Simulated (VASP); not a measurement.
# BaSn (Cmcm) in VASP: electric field gradients with LDA

Aim: the electric field gradients of BaSn with LDA.

All numbers are computed with VASP 6.6.1; they aren't measurements. Logs are shortened: lines on timing, memory, paths and dates and some standing lists are left out, and cuts for length are marked.

**1. The cell of the first run**

The structure is orthorhombic, space group Cmcm (No. 63). Conventional cell: a = 5.366 Å, b = 12.726 Å, c = 4.715 Å, α = 90.00°, β = 90.00°, γ = 90.00°. Within 4.8 Å of Ba (site symmetry m2m) lie 7 Sn at 3.66 to 3.77 Å and 8 Ba at 4.18 to 4.72 Å. Sn (site symmetry m2m) has 2 Sn at 2.99 Å and 7 Ba at 3.66 to 3.77 Å within 3.9 Å.

**2. Electric field gradients, LDA**

INCAR reads:

```
PREC = Accurate
ENCUT = 520
EDIFF = 1E-8
ISMEAR = -1
SIGMA = 0.03
LREAL = F
LASPH = T
NELM = 100
ALGO = Normal
ISIF = 2
LWAVE = F
LCHARG = F
GGA = CA
LEFG = T
NBANDS = 32
```

KPOINTS reads:

```
Automatic mesh
0
Gamma
  8 8 9
```

POSCAR reads:

```
BaSn
1.0
    2.6830657089     -6.3629077401      0.0000000000
    2.6830657089      6.3629077401      0.0000000000
    0.0000000000      0.0000000000      4.7151392200
Ba Sn
2 2
Direct
    0.1355751400      0.8644248600      0.7500000000
    0.8644248600      0.1355751400      0.2500000000
    0.4279408700      0.5720591300      0.7500000000
    0.5720591300      0.4279408700      0.2500000000
```

Potentials or basis: VASP PAW LDA potentials, release 64 (Ba_sv, Sn_d).

Launch:

```console
> cat potpaw_LDA.64/Ba_sv/POTCAR potpaw_LDA.64/Sn_d/POTCAR > POTCAR
> mpirun -np 1 vasp_std > vasp.out
```

OUTCAR:

```text
PREC = Accurate
   ENCUT = 520
   EDIFF = 1E-8
   ISMEAR = -1
   LREAL = F
   LASPH = T
   NELM = 100
   ISIF = 2
   GGA = CA

 ion  position               nearest neighbor table
   1  0.136  0.864  0.750-   4 3.66   4 3.66   4 3.66   4 3.66   3 3.72   3 3.77   3 3.77   2 4.18
                             2 4.18   2 4.61   2 4.61   2 4.61   2 4.61
   2  0.864  0.136  0.250-   3 3.66   3 3.66   3 3.66   3 3.66   4 3.72   4 3.77   4 3.77   1 4.18
                             1 4.18   1 4.61   1 4.61   1 4.61   1 4.61
   3  0.428  0.572  0.750-   4 2.99   4 2.99   2 3.66   2 3.66   2 3.66   2 3.66   1 3.72   1 3.77
                             1 3.77
   4  0.572  0.428  0.250-   3 2.99   3 2.99   1 3.66   1 3.66   1 3.66   1 3.66   2 3.72   2 3.77
                             2 3.77

  LATTYP: Found a base centered orthorhombic cell.
 ALAT       =     5.3661314178
 B/A-ratio  =     2.3715064894
 C/A-ratio  =     0.8786850066

  Lattice vectors:

 A1 = (   2.6830657089,  -6.3629077401,   0.0000000000)
 A2 = (   2.6830657089,   6.3629077401,   0.0000000000)
 A3 = (   0.0000000000,   0.0000000000,   4.7151392200)

Analysis of symmetry for initial positions (statically):
=====================================================================
 Subroutine PRICEL returns:
 Original cell was already a primitive cell.

 Routine SETGRP: Setting up the symmetry group for a
 base centered orthorhombic supercell.

 Subroutine GETGRP returns: Found  8 space group operations
 (whereof  4 operations were pure point group operations)
 out of a pool of  8 trial point group operations.

The static configuration has the point symmetry C_2h.
 The point group associated with its full space group is D_2h.

Analysis of symmetry for dynamics (positions and initial velocities):
=====================================================================
 Subroutine PRICEL returns:
 Original cell was already a primitive cell.

 Routine SETGRP: Setting up the symmetry group for a
 base centered orthorhombic supercell.

 Subroutine GETGRP returns: Found  8 space group operations
 (whereof  4 operations were pure point group operations)
 out of a pool of  8 trial point group operations.

The dynamic configuration has the point symmetry C_2h.
 The point group associated with its full space group is D_2h.

 Subroutine INISYM returns: Found  8 space group operations
 (whereof  4 operations are pure point group operations),
 and found     1 'primitive' translations

----------------------------------------------------------------------------------------

                                     Primitive cell

  volume of cell :     160.9947

  direct lattice vectors                    reciprocal lattice vectors
     2.683065709 -6.362907740  0.000000000     0.186353990 -0.078580426  0.000000000
     2.683065709  6.362907740  0.000000000     0.186353990  0.078580426  0.000000000
     0.000000000  0.000000000  4.715139220     0.000000000  0.000000000  0.212082815

  length of vectors
     6.905464250  6.905464250  4.715139220     0.202244142  0.202244142  0.212082815

  position of ions in fractional coordinates (direct lattice)
     0.135575140  0.864424860  0.750000000
     0.864424860  0.135575140  0.250000000
     0.427940870  0.572059130  0.750000000
     0.572059130  0.427940870  0.250000000

  ion indices of the primitive-cell ions
   primitive index   ion index
                 1           1
                 2           2
                 3           3
                 4           4

----------------------------------------------------------------------------------------

 KPOINTS: Automatic mesh

Automatic generation of k-mesh.
 Grid dimensions read from file:
 generate k-points for:    8    8    9

 Generating k-lattice:

[... 48 lines left out ...]
   ions per type =               2   2
   NGX,Y,Z   is equivalent  to a cutoff of  13.00, 13.00, 12.69 a.u.
   NGXF,Y,Z  is equivalent  to a cutoff of  26.00, 26.00, 25.39 a.u.
 SYSTEM =  unknown system
   PREC   = accura    normal or accurate (medium, high low for compatibility)
   ISTART =      0    job   : 0-new  1-cont  2-samecut
   ICHARG =      2    charge: 1-file 2-atom 10-const
   ISPIN  =      1    spin polarized calculation?
   LNONCOLLINEAR =      F non collinear calculations
   LSORBIT =      F    spin-orbit coupling
   LASPH  =      T    aspherical Exc in radial PAW
   ENCUT  =  520.0 eV  38.22 Ry    6.18 a.u.  12.84 12.84  8.77*2*pi/ulx,y,z
   NELM   =    100;   NELMIN=  2; NELMDL= -5     # of ELM steps
   EDIFF  = 0.1E-07   stopping-criterion for ELM
   LREAL  =      F    real-space projection
   EDIFFG = 0.1E-06   stopping-criterion for IOM
   NSW    =      0    number of steps for IOM
   IBRION =     -1    ionic relax: 0-MD 1-quasi-New 2-CG
   NFREE  =      0    steps in history (QN), initial steepest desc. (CG)
   ISIF   =      2    stress and relaxation
   ISYM   =      2    0-nonsym 1-usesym 2-fastsym
   POTIM  = 0.5000    time-step for ionic-motion
   TEBEG  =    0.0;   TEEND  =   0.0 temperature during run
   PSTRESS=    0.0 pullay stress
   NELECT =      48.0000    total number of electrons
   NUPDOWN=      -1.0000    fix difference up-down
   EMIN   =  10.00;   EMAX   =-10.00  energy-range for DOS
   EFERMI =   0.00;   METHOD = LEGACY
   ISMEAR =    -1;   SIGMA  =   0.03  broadening in eV -4-tet -1-fermi 0-gaus
   EFERMI_NEDOS =   21; number of points for ismear=-14 and -15
   IALGO  =     38    algorithm
   IMIX   =      4    mixing-type and parameters
     AMIX     =   0.40;   BMIX     =  1.00
     AMIX_MAG =   1.60;   BMIX_MAG =  1.00
  volume/ion in A,a.u.               =      40.25       271.61
  Fermi-wavevector in a.u.,A,eV,Ry     =   1.093666  2.066729 16.274005  1.196106
  Thomas-Fermi vector in A             =   2.229956
   LORBIT       =      0    0 simple, 1 ext, 2 COOP (PROOUT), +10 PAW based schemes
   GGA     = CA    functional components
   LHFCALC =     F    Hartree Fock is set to
   AEXX    =    0.0000 exact exchange contribution
   IVDW    =     0    specifies the selected vdW correction
   LEPSILON=     F    determine dielectric tensor
   LRPA    =     F    only Hartree local field effects (RPA)
 non-spin polarized calculation
  energy-cutoff  :      520.00
  volume of cell :      160.99
 maximum number of plane-waves:      4356
 NGX is ok and might be reduce to    54
   NGX = 25   NGY = 25   NGZ = 17

 number of electron      47.9999994 magnetization

 Free energy of the ion-electron system (eV)
  ---------------------------------------------------
  ext. energy  EPLUGINS =         0.00000000
  ---------------------------------------------------
  free energy    TOTEN  =       -16.38422262 eV

  energy without entropy =      -16.37956245  energy(sigma->0) =      -16.38189254

 E-fermi :   3.7776     XC(G=0):  -8.9085

 val. band max:        3.7642227156   @ k =   0.1250  -0.0000   0.4444
 cond. band min:       3.7807578040   @ k =   0.5000   0.5000   0.0000
 fundamental gap:      0.0165350884
 Fermi energy:         3.7775725467

 k-point     1 :       0.0000    0.0000    0.0000
  band No.  band energies     occupation
      1     -24.5767      2.00000
      2     -24.5249      2.00000
      3     -17.2974      2.00000
      4     -17.2029      2.00000
      5     -17.1381      2.00000
      6     -17.1334      2.00000
[... 829 lines left out ...]
     31       7.0902      0.00000
     32       7.4427      0.00000

 [... further k-points ...]

------------------------ aborting loop because EDIFF is reached ----------------------------------------

  FORCE on cell =-STRESS in cart. coord.  units (eV):
  Direction    XX          YY          ZZ          XY          YZ          ZX
  --------------------------------------------------------------------------------------
  -------------------------------------------------------------------------------------
  Total       -2.5379162     -2.2986959     -2.5134881      0.0000000      0.0000000      0.0000000
  in kB      -25.2566889    -22.8760299    -25.0135862      0.0000000      0.0000000      0.0000000
  external PRESSURE =     -24.3821016 kB  Pullay stress =       0.0000000 kB

 VOLUME and BASIS-vectors are now :
 -----------------------------------------------------------------------------
  energy-cutoff  :      520.00
  volume of cell :      160.99
      direct lattice vectors                 reciprocal lattice vectors
     2.683065709 -6.362907740  0.000000000     0.186353990 -0.078580426  0.000000000
     2.683065709  6.362907740  0.000000000     0.186353990  0.078580426  0.000000000
     0.000000000  0.000000000  4.715139220     0.000000000  0.000000000  0.212082815

 POSITION                                       TOTAL-FORCE (eV/Angst)
 -----------------------------------------------------------------------------------
      2.68307      4.63760      3.53635         0.000000      0.067330      0.000000
      2.68307     -4.63760      1.17878         0.000000     -0.067330     -0.000000
      2.68307      0.91701      3.53635         0.000000     -0.044348      0.000000
      2.68307     -0.91701      1.17878         0.000000      0.044348      0.000000
 -----------------------------------------------------------------------------------
    total drift:                                0.000000      0.000000      0.000000

  FREE ENERGIE OF THE ION-ELECTRON SYSTEM (eV)
  ---------------------------------------------------
  free  energy   TOTEN  =       -16.3842226192 eV

  energy  without entropy=      -16.3795624532  energy(sigma->0) =      -16.38189254

 Electric field gradients (V/A^2)
---------------------------------------------------------------------
 ion       V_xx      V_yy      V_zz      V_xy      V_xz      V_yz
---------------------------------------------------------------------
   1       5.716    20.046   -25.762    -0.000    -0.000     0.000
   2       5.716    20.046   -25.762     0.000    -0.000     0.000
   3    -168.891    28.004   140.887    -0.000     0.000    -0.000
   4    -168.891    28.004   140.887     0.000     0.000     0.000
---------------------------------------------------------------------

 Electric field gradients after diagonalization (V/A^2)
 (convention: |V_zz| > |V_xx| > |V_yy|)
----------------------------------------------------------------------
 ion       V_xx      V_yy      V_zz     asymmetry (V_yy - V_xx)/ V_zz
----------------------------------------------------------------------
   1      20.046     5.716   -25.762       0.556
   2      20.046     5.716   -25.762       0.556
   3     140.887    28.004  -168.891       0.668
   4     140.887    28.004  -168.891       0.668
----------------------------------------------------------------------

           NMR quadrupolar parameters

 Cq : quadrupolar parameter    Cq=e*Q*V_zz/h
 eta: asymmetry parameters     (V_yy - V_xx)/ V_zz
 Q  : nuclear electric quadrupole moment in mb (millibarn)
----------------------------------------------------------------------
 ion       Cq(MHz)       eta       Q (mb)
----------------------------------------------------------------------
   1      -0.062       0.556       1.000
   2      -0.062       0.556       1.000
   3      -0.408       0.668       1.000
   4      -0.408       0.668       1.000
----------------------------------------------------------------------
```

It took 5.2 min on 1 thread of Intel Xeon 6975P-C (Granite Rapids), shared host; peak memory 0.57 GiB.

Results:

```
Free energy                             : -16.3842 eV
Pressure                                : -2.4 GPa
Largest force                           : 0.067 eV/Å
Band gap on the k mesh                  : zero (bands 24 and 25 overlap by 0.44 eV)
Largest electric field gradient by atom : Ba -25.8; Sn -168.9 V/Å²
```

Forces on the atoms (eV/Å):
```
Ba   0.000  0.067  0.000
Ba   0.000 -0.067  0.000
Sn   0.000 -0.044  0.000
Sn   0.000  0.044  0.000
```

Stress tensor (GPa, compression positive):
```
-2.53  0.00  0.00
 0.00 -2.29  0.00
 0.00  0.00 -2.50
```

Levels at points of the mesh, in eV from the Fermi level:
```
           k point  band 22  band 23  band 24  band 25  band 26  band 27
(0.00, 0.00, 0.00)    -1.39    -1.09    -0.29     0.79     1.08     1.70
(0.50, 0.00, 0.00)    -1.62    -1.47    -0.92     0.88     0.95     1.53
(0.50, 0.50, 0.00)    -1.20    -1.00    -0.48     0.00     1.50     1.61
```

Electric field gradients, principal values (V/Å²):
```
atom   least   middle  greatest (by size)
1 Ba   5.716   20.046             -25.762
2 Ba   5.716   20.046             -25.762
3 Sn  28.004  140.887            -168.891
4 Sn  28.004  140.887            -168.891
```

Caveat: without QUAD_EFG the Cq values of the log hold for a quadrupole moment of 1 mb, not for the nuclei; spin-orbit coupling is left out, which moves the levels of the heavy elements.
